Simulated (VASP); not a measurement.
# LaZn2Re2 (I4/mmm) in VASP: single point with r2SCAN

Aim: the single point of LaZn2Re2 with r2SCAN.

Program: VASP 6.6.1. These are calculated values, not measurements. Logs are shortened: lines on timing, memory, paths and dates and some standing lists are left out, and cuts for length are marked.

### 1 The cell of the first run

Symmetry: I4/mmm, No. 139, tetragonal system. Conventional cell: a = 3.843 Å, b = 3.843 Å, c = 12.356 Å, α = 90.00°, β = 90.00°, γ = 90.00°. Re (site symmetry -4m2) has 4 Zn at 2.63 Å and 8 Re at 2.72 to 3.84 Å and 4 La at 3.64 Å within 3.9 Å. Within 4.0 Å of La (site symmetry 4/mmm) lie 8 Zn at 3.01 Å and 8 Re at 3.64 Å and 4 La at 3.84 Å. Zn (site symmetry 4mm) has 1 Zn at 2.59 Å and 4 Re at 2.63 Å and 4 La at 3.01 Å within 3.4 Å.

### 2 Single point, r2SCAN

Input file POSCAR:

```
LaZn2Re2
1.0
    0.0000000000      3.8427389106      0.0000000000
    3.8427389106      0.0000000000      0.0000000000
    1.9213694553      1.9213694553     -6.1782333196
Re La Zn
2 1 2
Direct
    0.7500000000      0.2500000000      0.5000000000
    0.2500000000      0.7500000000      0.5000000000
    0.0000000000      0.0000000000      0.0000000000
    0.3951416496      0.3951416496      0.2097167008
    0.6048583504      0.6048583504      0.7902832992
```

Input file INCAR.step1:

```
SYSTEM = LaZn2Re2
  PREC = Accurate
  ENCUT = 520
  ISMEAR = -1
  SIGMA = 0.1
  LREAL = .False.
  LASPH = .True.
  NELM = 100
  NBANDS = 32
  GGA = PE
  ALGO = Normal
  EDIFF = 1E-4
  LWAVE = .True.
  LCHARG = .False.
```

Input file INCAR.step2:

```
SYSTEM = LaZn2Re2
  PREC = Accurate
  ENCUT = 520
  EDIFF = 1E-7
  ISMEAR = -1
  SIGMA = 0.1
  LREAL = .False.
  LASPH = .True.
  NELM = 100
  ALGO = Normal
  ISIF = 2
  LWAVE = .False.
  LCHARG = .False.
  METAGGA = R2SCAN
  LMIXTAU = .True.
  NBANDS = 32
  ISTART = 1
```

Input file KPOINTS:

```
Automatic mesh
0
Gamma
  5 5 5
  0 0 0
```

Potentials or basis: VASP PAW PBE potentials, release 64 (Re, La, Zn).

On the command line:

```console
$ cat potpaw_PBE.64/Re/POTCAR potpaw_PBE.64/La/POTCAR potpaw_PBE.64/Zn/POTCAR > POTCAR
$ cp INCAR.step1 INCAR
$ mpirun -np 1 vasp_std > vasp.out
$ cp INCAR.step2 INCAR
$ mpirun -np 1 vasp_std > vasp.out
```

OUTCAR:

```text
SYSTEM = LaZn2Re2
   PREC = Accurate
   ENCUT = 520
   EDIFF = 1E-7
   ISMEAR = -1
   LREAL = .False.
   LASPH = .True.
   NELM = 100
   ISIF = 2
   METAGGA = R2SCAN
   ISTART = 1

 ion  position               nearest neighbor table
   1  0.750  0.250  0.500-   4 2.63   5 2.63   5 2.63   4 2.63   2 2.72   2 2.72   2 2.72   2 2.72

   2  0.250  0.750  0.500-   4 2.63   5 2.63   5 2.63   4 2.63   1 2.72   1 2.72   1 2.72   1 2.72

   3  0.000  0.000  0.000-   5 3.01   5 3.01   5 3.01   4 3.01   5 3.01   4 3.01   4 3.01   4 3.01

   4  0.395  0.395  0.210-   5 2.59   2 2.63   1 2.63   2 2.63   1 2.63   3 3.01   3 3.01   3 3.01
                             3 3.01
   5  0.605  0.605  0.790-   4 2.59   1 2.63   2 2.63   2 2.63   1 2.63   3 3.01   3 3.01   3 3.01
                             3 3.01

  LATTYP: Found a body centered tetragonal cell.
 ALAT       =     3.8427389106
 C/A-ratio  =     3.2155363470

  Lattice vectors:

 A1 = (  -1.9213694553,   1.9213694553,   6.1782333196)
 A2 = (   1.9213694553,  -1.9213694553,   6.1782333196)
 A3 = (   1.9213694553,   1.9213694553,  -6.1782333196)

Analysis of symmetry for initial positions (statically):
=====================================================================
 Subroutine PRICEL returns:
 Original cell was already a primitive cell.

 Routine SETGRP: Setting up the symmetry group for a
 body centered tetragonal supercell.

 Subroutine GETGRP returns: Found 16 space group operations
 (whereof 16 operations were pure point group operations)
 out of a pool of 16 trial point group operations.

The static configuration has the point symmetry D_4h.

Analysis of symmetry for dynamics (positions and initial velocities):
=====================================================================
 Subroutine PRICEL returns:
 Original cell was already a primitive cell.

 Routine SETGRP: Setting up the symmetry group for a
 body centered tetragonal supercell.

 Subroutine GETGRP returns: Found 16 space group operations
 (whereof 16 operations were pure point group operations)
 out of a pool of 16 trial point group operations.

The dynamic configuration has the point symmetry D_4h.

 Subroutine INISYM returns: Found 16 space group operations
 (whereof 16 operations are pure point group operations),
 and found     1 'primitive' translations

----------------------------------------------------------------------------------------

                                     Primitive cell

  volume of cell :      91.2318

  direct lattice vectors                    reciprocal lattice vectors
     0.000000000  3.842738911  0.000000000     0.000000000  0.260231055  0.080929284
     3.842738911  0.000000000  0.000000000     0.260231055  0.000000000  0.080929284
     1.921369455  1.921369455 -6.178233320     0.000000000  0.000000000 -0.161858568

  length of vectors
     3.842738911  3.842738911  6.749362053     0.272524771  0.272524771  0.161858568

  position of ions in fractional coordinates (direct lattice)
     0.750000000  0.250000000  0.500000000
     0.250000000  0.750000000  0.500000000
     0.000000000  0.000000000  0.000000000
     0.395141650  0.395141650  0.209716701
     0.604858350  0.604858350  0.790283299

  ion indices of the primitive-cell ions
   primitive index   ion index
                 1           1
                 2           2
                 3           3
                 4           4
                 5           5

----------------------------------------------------------------------------------------

 KPOINTS: Automatic mesh

Automatic generation of k-mesh.
 Grid dimensions read from file:
 generate k-points for:    5    5    5

 Generating k-lattice:

  Cartesian coordinates                     Fractional coordinates (reciprocal lattice)
     0.000000000  0.052046211  0.016185857     0.200000000  0.000000000 -0.000000000
     0.052046211  0.000000000  0.016185857     0.000000000  0.200000000 -0.000000000
     0.000000000  0.000000000 -0.032371714     0.000000000  0.000000000  0.200000000

  Length of vectors
     0.054504954  0.054504954  0.032371714

  Shift w.r.t. Gamma in fractional coordinates (k-lattice)
     0.000000000  0.000000000  0.000000000

 Subroutine IBZKPT returns following result:
 ===========================================

 Found     18 irreducible k-points:

 Following reciprocal coordinates:
            Coordinates               Weight
  0.000000  0.000000  0.000000      1.000000
  0.200000  0.000000  0.000000      8.000000
  0.400000  0.000000  0.000000      8.000000
  0.200000  0.200000  0.000000      8.000000
  0.400000  0.200000  0.000000     16.000000
 -0.400000  0.200000 -0.000000     16.000000
[... 10 lines left out ...]
  0.000000  0.000000  0.400000      2.000000
 -0.200000  0.000000  0.400000      4.000000
   k-points           NKPTS =     18   k-points in BZ     NKDIM =     18   number of bands    NBANDS=     32
   number of dos      NEDOS =    301   number of ions     NIONS =      5
   total plane-waves  NPLWV =  45000
   dimension x,y,z NGX =    30 NGY =   30 NGZ =   50
   dimension x,y,z NGXF=    60 NGYF=   60 NGZF=  100
   ions per type =               2   1   2
   NGX,Y,Z   is equivalent  to a cutoff of  12.98, 12.98, 12.32 a.u.
   NGXF,Y,Z  is equivalent  to a cutoff of  25.96, 25.96, 24.63 a.u.
 SYSTEM =  LaZn2Re2
   PREC   = accura    normal or accurate (medium, high low for compatibility)
   ISTART =      1    job   : 0-new  1-cont  2-samecut
   ICHARG =      0    charge: 1-file 2-atom 10-const
   ISPIN  =      1    spin polarized calculation?
   LNONCOLLINEAR =      F non collinear calculations
   LSORBIT =      F    spin-orbit coupling
   LASPH  =      T    aspherical Exc in radial PAW
   ENCUT  =  520.0 eV  38.22 Ry    6.18 a.u.   7.14  7.14 12.55*2*pi/ulx,y,z
   NELM   =    100;   NELMIN=  2; NELMDL=  0     # of ELM steps
   EDIFF  = 0.1E-06   stopping-criterion for ELM
   LREAL  =      F    real-space projection
   EDIFFG = 0.1E-05   stopping-criterion for IOM
   NSW    =      0    number of steps for IOM
   IBRION =     -1    ionic relax: 0-MD 1-quasi-New 2-CG
   NFREE  =      0    steps in history (QN), initial steepest desc. (CG)
   ISIF   =      2    stress and relaxation
   ISYM   =      2    0-nonsym 1-usesym 2-fastsym
   POTIM  = 0.5000    time-step for ionic-motion
   TEBEG  =    0.0;   TEEND  =   0.0 temperature during run
   PSTRESS=    0.0 pullay stress
   NELECT =      49.0000    total number of electrons
   NUPDOWN=      -1.0000    fix difference up-down
   EMIN   =  10.00;   EMAX   =-10.00  energy-range for DOS
   EFERMI =   0.00;   METHOD = LEGACY
   ISMEAR =    -1;   SIGMA  =   0.10  broadening in eV -4-tet -1-fermi 0-gaus
   EFERMI_NEDOS =   21; number of points for ismear=-14 and -15
   IALGO  =     38    algorithm
   IMIX   =      4    mixing-type and parameters
     AMIX     =   0.40;   BMIX     =  1.00
     AMIX_MAG =   1.60;   BMIX_MAG =  1.00
  volume/ion in A,a.u.               =      18.25       123.13
  Fermi-wavevector in a.u.,A,eV,Ry     =   1.330735  2.514724 24.093945  1.770855
  Thomas-Fermi vector in A             =   2.459799
   LORBIT       =      0    0 simple, 1 ext, 2 COOP (PROOUT), +10 PAW based schemes
   METAGGA = R2SCAN    functional components
   LHFCALC =     F    Hartree Fock is set to
   AEXX    =    0.0000 exact exchange contribution
   IVDW    =     0    specifies the selected vdW correction
   LEPSILON=     F    determine dielectric tensor
   LRPA    =     F    only Hartree local field effects (RPA)
 non-spin polarized calculation
  energy-cutoff  :      520.00
  volume of cell :       91.23
 maximum number of plane-waves:      2477
 NGX is ok and might be reduce to    30
   NGX = 15   NGY = 15   NGZ = 25

 number of electron      49.0000012 magnetization

 Free energy of the ion-electron system (eV)
  ---------------------------------------------------
  ext. energy  EPLUGINS =         0.00000000
  ---------------------------------------------------
  free energy    TOTEN  =      -152.07242008 eV

  energy without entropy =     -151.98959192  energy(sigma->0) =     -152.03100600

 E-fermi :   6.5603     XC(G=0): -12.8133

 val. band max:        6.5543639347   @ k =   0.4000   0.0000   0.0000
 cond. band min:       6.5660504447   @ k =   0.4000   0.0000   0.2000
 fundamental gap:      0.0116865100
 Fermi energy:         6.5602704067

 k-point     1 :       0.0000    0.0000    0.0000
  band No.  band energies     occupation
      1     -26.8574      2.00000
      2     -10.2222      2.00000
      3     -10.0306      2.00000
      4     -10.0305      2.00000
      5      -2.5612      2.00000
      6      -1.1807      2.00000
[... 24 lines left out ...]
     31       9.3800      0.00000
     32       9.6749      0.00000

 k-point     2 :       0.2000    0.0000    0.0000
  band No.  band energies     occupation
      1     -26.8366      2.00000
      2     -10.3220      2.00000
      3     -10.1827      2.00000
      4     -10.0043      2.00000
      5      -1.9840      2.00000
      6      -1.2363      2.00000
[... 24 lines left out ...]
     31       9.1038      0.00000
     32       9.6085      0.00000

 k-point     3 :       0.4000    0.0000    0.0000
  band No.  band energies     occupation
      1     -26.8026      2.00000
      2     -10.7476      2.00000
      3     -10.1148      2.00000
      4      -9.9612      2.00000
      5      -1.3562      2.00000
      6      -1.2497      2.00000
[... 24 lines left out ...]
     31       9.1963      0.00000
     32       9.4207      0.00000

 k-point     4 :       0.2000    0.2000    0.0000
  band No.  band energies     occupation
      1     -26.8163      2.00000
      2     -10.3097      2.00000
      3     -10.2525      2.00000
      4     -10.1512      2.00000
      5      -1.6292      2.00000
      6      -1.2680      2.00000
[... 444 lines left out ...]
     31       9.2898      0.00000
     32       9.4168      0.00000

 k-point    17 :       0.0000    0.0000    0.4000
  band No.  band energies     occupation
      1     -26.8567      2.00000
      2     -10.2663      2.00000
      3     -10.0289      2.00000
      4     -10.0289      2.00000
      5      -1.9762      2.00000
      6      -1.4374      2.00000
[... 24 lines left out ...]
     31       9.5208      0.00000
     32       9.5208      0.00000

 k-point    18 :      -0.2000    0.0000    0.4000
  band No.  band energies     occupation
      1     -26.8360      2.00000
      2     -10.3184      2.00000
      3     -10.2162      2.00000
      4     -10.0028      2.00000
      5      -1.4520      2.00000
      6      -1.4176      2.00000
[... 24 lines left out ...]
     31       9.2587      0.00000
     32       9.3394      0.00000

------------------------ aborting loop because EDIFF is reached ----------------------------------------

  FORCE on cell =-STRESS in cart. coord.  units (eV):
  Direction    XX          YY          ZZ          XY          YZ          ZX
  --------------------------------------------------------------------------------------
  -------------------------------------------------------------------------------------
  Total       -0.0622511     -0.0622511      0.0904456      0.0000000     -0.0000000      0.0000000
  in kB       -1.0932300     -1.0932300      1.5883710      0.0000000     -0.0000000      0.0000000
  external PRESSURE =      -0.1993630 kB  Pullay stress =       0.0000000 kB

 VOLUME and BASIS-vectors are now :
 -----------------------------------------------------------------------------
  energy-cutoff  :      520.00
  volume of cell :       91.23
      direct lattice vectors                 reciprocal lattice vectors
     0.000000000  3.842738911  0.000000000     0.000000000  0.260231055  0.080929284
     3.842738911  0.000000000  0.000000000     0.260231055  0.000000000  0.080929284
     1.921369455  1.921369455 -6.178233320     0.000000000  0.000000000 -0.161858568

 POSITION                                       TOTAL-FORCE (eV/Angst)
 -----------------------------------------------------------------------------------
      1.92137      3.84274     -3.08912        -0.000000      0.000000      0.000000
      3.84274      1.92137     -3.08912        -0.000000      0.000000      0.000000
      0.00000      0.00000      0.00000        -0.000000      0.000000      0.000000
      1.92137      1.92137     -1.29568         0.000000     -0.000000      0.008111
      3.84274      3.84274     -4.88255        -0.000000      0.000000     -0.008111
 -----------------------------------------------------------------------------------
    total drift:                               -0.000000     -0.000000     -0.000000

  FREE ENERGIE OF THE ION-ELECTRON SYSTEM (eV)
  ---------------------------------------------------
  free  energy   TOTEN  =      -152.0724200762 eV

  energy  without entropy=     -151.9895919211  energy(sigma->0) =     -152.03100600
```

Wall time 6 min (1 thread of AMD EPYC 7R13 (Zen 3), shared host); peak memory 0.22 GiB.

Results:

```
Free energy            : -152.0724 eV
Pressure               : 0.0 GPa
Largest force          : 0.008 eV/Å
Band gap on the k mesh : zero (an odd number of electrons rules out a gap without spin polarisation)
```

Forces on the atoms (eV/Å):
```
Re   0.000  0.000  0.000
Re   0.000  0.000  0.000
La   0.000  0.000  0.000
Zn   0.000  0.000  0.008
Zn   0.000  0.000 -0.008
```

Caveat: the PAW data sets were made with another functional, which shifts forces and pressure a little; spin-orbit coupling is left out, which moves the levels of the heavy elements.
